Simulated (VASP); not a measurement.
# Mg (I4/mmm) in VASP: a series of runs, part 2 of 2

VASP 6.6.1.

### Step 3. Single point, BLYP

File INCAR:

```
  AGGAC = 1.0
  AGGAX = 1.0
  ALDAC = 0.0
  ALDAX = 1.0
  ALGO = Normal
  EDIFF = 1E-6
  ENCUT = 600
  GGA = B5
  GGA_COMPAT = F
  ISIF = 2
  ISMEAR = 0
  LASPH = T
  LCHARG = F
  LREAL = F
  LWAVE = F
  NBANDS = 7
  NELM = 120
  PREC = Accurate
  SIGMA = 0.1
```

File KPOINTS:

```
k-points
0
Gamma
  6 6 6
```

File POSCAR:

```
Mg
1.0
   -1.8359916300      1.8359916300      1.6794040200
    1.8359916300     -1.8359916300      1.6794040200
    1.8359916300      1.8359916300     -1.6794040200
Mg
1
Direct
    0.0000000000      0.0000000000      0.0000000000
```

Potentials or basis: VASP PAW PBE potentials, release 64 (Mg).

The run is started by

```
$ cat potpaw_PBE.64/Mg/POTCAR > POTCAR
$ mpirun -np 1 vasp_std > vasp.out
```

OUTCAR:

```text
EDIFF = 1E-6
   ENCUT = 600
   GGA = B5
   ISIF = 2
   ISMEAR = 0
   LASPH = T
   LREAL = F
   NELM = 120
   PREC = Accurate

 ion  position               nearest neighbor table
   1  0.000  0.000  0.000-

  LATTYP: Found a body centered tetragonal cell.
 ALAT       =     3.6719832600
 C/A-ratio  =     0.9147122419

  Lattice vectors:

 A1 = (  -1.8359916300,   1.8359916300,   1.6794040200)
 A2 = (   1.8359916300,  -1.8359916300,   1.6794040200)
 A3 = (   1.8359916300,   1.8359916300,  -1.6794040200)

Analysis of symmetry for initial positions (statically):
=====================================================================
 Subroutine PRICEL returns:
 Original cell was already a primitive cell.

 Routine SETGRP: Setting up the symmetry group for a
 body centered tetragonal supercell.

 Subroutine GETGRP returns: Found 16 space group operations
 (whereof 16 operations were pure point group operations)
 out of a pool of 16 trial point group operations.

The static configuration has the point symmetry D_4h.

Analysis of symmetry for dynamics (positions and initial velocities):
=====================================================================
 Subroutine PRICEL returns:
 Original cell was already a primitive cell.

 Routine SETGRP: Setting up the symmetry group for a
 body centered tetragonal supercell.

 Subroutine GETGRP returns: Found 16 space group operations
 (whereof 16 operations were pure point group operations)
 out of a pool of 16 trial point group operations.

The dynamic configuration has the point symmetry D_4h.

 Subroutine INISYM returns: Found 16 space group operations
 (whereof 16 operations are pure point group operations),
 and found     1 'primitive' translations

----------------------------------------------------------------------------------------

                                     Primitive cell

[... 108 lines left out ...]
     AMIX_MAG =   1.60;   BMIX_MAG =  1.00
  volume/ion in A,a.u.               =      22.64       152.81
  Fermi-wavevector in a.u.,A,eV,Ry     =   0.729065  1.377732  7.231974  0.531535
  Thomas-Fermi vector in A             =   1.820694
   LORBIT       =      0    0 simple, 1 ext, 2 COOP (PROOUT), +10 PAW based schemes
   GGA     = B5    functional components
   LHFCALC =     F    Hartree Fock is set to
   AEXX    =    0.0000 exact exchange contribution
   IVDW    =     0    specifies the selected vdW correction
   LEPSILON=     F    determine dielectric tensor
   LRPA    =     F    only Hartree local field effects (RPA)
 non-spin polarized calculation
 Gauss-broadening in eV      SIGMA  =   0.10
  energy-cutoff  :      600.00
  volume of cell :       22.64
 maximum number of plane-waves:       775
 NGX is ok and might be reduce to    28
   NGX = 13   NGY = 13   NGZ = 13

 number of electron       2.0000000 magnetization

 Free energy of the ion-electron system (eV)
  ---------------------------------------------------
  ext. energy  EPLUGINS =         0.00000000
  ---------------------------------------------------
  free energy    TOTEN  =        -0.69796383 eV

  energy without entropy =       -0.69528136  energy(sigma->0) =       -0.69662259

 E-fermi :   3.3176     XC(G=0):  -8.0987

 val. band max:        3.2649480392   @ k =  -0.1667   0.5000   0.1667
 cond. band min:       3.4057584767   @ k =   0.3333   0.3333   0.0000
 fundamental gap:      0.1408104375
 Fermi energy:         3.3176452297

 k-point     1 :       0.0000    0.0000    0.0000
  band No.  band energies     occupation
      1      -3.8308      2.00000
      2      15.0512      0.00000
      3      16.8891      0.00000
      4      16.8891      0.00000
      5      17.3267      0.00000
      6      17.3695      0.00000
      7      17.3695      0.00000
[... 221 lines left out ...]
 k-point    24 :      -0.1667   -0.3333    0.1667
  band No.  band energies     occupation
      1      -0.2435      2.00000
      2       6.7816      0.00000
      3       9.5083      0.00000
      4      11.1946      0.00000
      5      13.9121      0.00000
      6      16.0433      0.00000
      7      18.3567      0.00000

 [... further k-points ...]

------------------------ aborting loop because EDIFF is reached ----------------------------------------

  FORCE on cell =-STRESS in cart. coord.  units (eV):
  Direction    XX          YY          ZZ          XY          YZ          ZX
  --------------------------------------------------------------------------------------
  -------------------------------------------------------------------------------------
  Total       -0.0147702     -0.0147702      0.6243382      0.0000000      0.0000000      0.0000000
  in kB       -1.0450552     -1.0450552     44.1747303      0.0000000      0.0000000      0.0000000
  external PRESSURE =      14.0282066 kB  Pullay stress =       0.0000000 kB

 VOLUME and BASIS-vectors are now :
 -----------------------------------------------------------------------------
  energy-cutoff  :      600.00
  volume of cell :       22.64
      direct lattice vectors                 reciprocal lattice vectors
    -1.835991630  1.835991630  1.679404020     0.000000000  0.272332396  0.297724665
     1.835991630 -1.835991630  1.679404020     0.272332396  0.000000000  0.297724665
     1.835991630  1.835991630 -1.679404020     0.272332396  0.272332396  0.000000000

 POSITION                                       TOTAL-FORCE (eV/Angst)
 -----------------------------------------------------------------------------------
      0.00000      0.00000      0.00000         0.000000     -0.000000      0.000000
 -----------------------------------------------------------------------------------
    total drift:                               -0.000000     -0.000000     -0.000000

  FREE ENERGIE OF THE ION-ELECTRON SYSTEM (eV)
  ---------------------------------------------------
  free  energy   TOTEN  =        -0.6979638281 eV

  energy  without entropy=       -0.6952813571  energy(sigma->0) =       -0.69662259
```

It took 6.2 s on 1 thread of Intel Xeon 6975P-C (Granite Rapids), shared host; peak memory 0.15 GiB.

Results:

```yaml
Free_energy: -0.6980 eV
Pressure: 1.4 GPa
Band_gap_on_the_k_mesh: zero (band 1 reaches 6.35 eV, above the bottom of band 2 at 1.77 eV)
```

Stress tensor (GPa, compression positive):
```
-0.10  0.00  0.00
 0.00 -0.10  0.00
 0.00  0.00  4.42
```

Caveat: the k points lie up to 0.42 Å⁻¹ apart; the PAW data sets were made with another functional, which shifts forces and pressure a little.

### Step 4. Single point, PBE

File INCAR:

```
ALGO = Normal ; EDIFF = 1E-6
ENCUT = 600 ; GGA = PE
GGA_COMPAT = False ; ISIF = 2
ISMEAR = 0 ; LASPH = True
LCHARG = True ; LELF = True
LREAL = False ; LVHAR = True
LWAVE = False ; NBANDS = 7
NELM = 120 ; PREC = Accurate
SIGMA = 0.1
```

KPOINTS is that of step 3.

POSCAR, as its differences from that of step 3:

```diff
@@ -8,2 +8,2 @@
 Direct
-    0.0000000000      0.0000000000      0.0000000000
+    0.1361661981      0.0000000000      0.1361661981
```

The run is started by

```
$ cat potpaw_PBE.64/Mg/POTCAR > POTCAR
$ mpirun -np 1 vasp_std > vasp.out
```

It took 3.4 s on 1 thread of Intel Xeon 6975P-C (Granite Rapids), shared host; peak memory 0.15 GiB.

It converged, with:

| Quantity | Value |
| --- | --- |
| Free energy | -1.4639 eV |
| Pressure | 0.5 GPa |
| Band gap on the k mesh | zero (band 1 reaches 5.94 eV, above the bottom of band 2 at 1.40 eV) |

Stress tensor (GPa, compression positive):
```
-0.86  0.00  0.00
 0.00 -0.86  0.00
 0.00  0.00  3.26
```

Levels at points of the mesh, in eV from the Fermi level:
| k point | band 1 | band 2 | band 3 | band 4 | band 5 | band 6 |
| --- | --- | --- | --- | --- | --- | --- |
| (0.00, 0.00, 0.00) | -7.14 | 11.82 | 13.68 | 13.68 | 14.01 | 14.23 |
| (0.50, 0.00, 0.00) | -1.49 | -0.81 | 8.06 | 8.86 | 9.62 | 11.24 |
| (0.50, 0.50, 0.00) | -1.90 | -1.46 | 9.68 | 10.40 | 11.37 | 11.94 |
| (0.50, 0.50, 0.50) | 3.08 | 3.08 | 3.45 | 4.02 | 5.25 | 7.87 |

Caveat: the k points lie up to 0.42 Å⁻¹ apart.
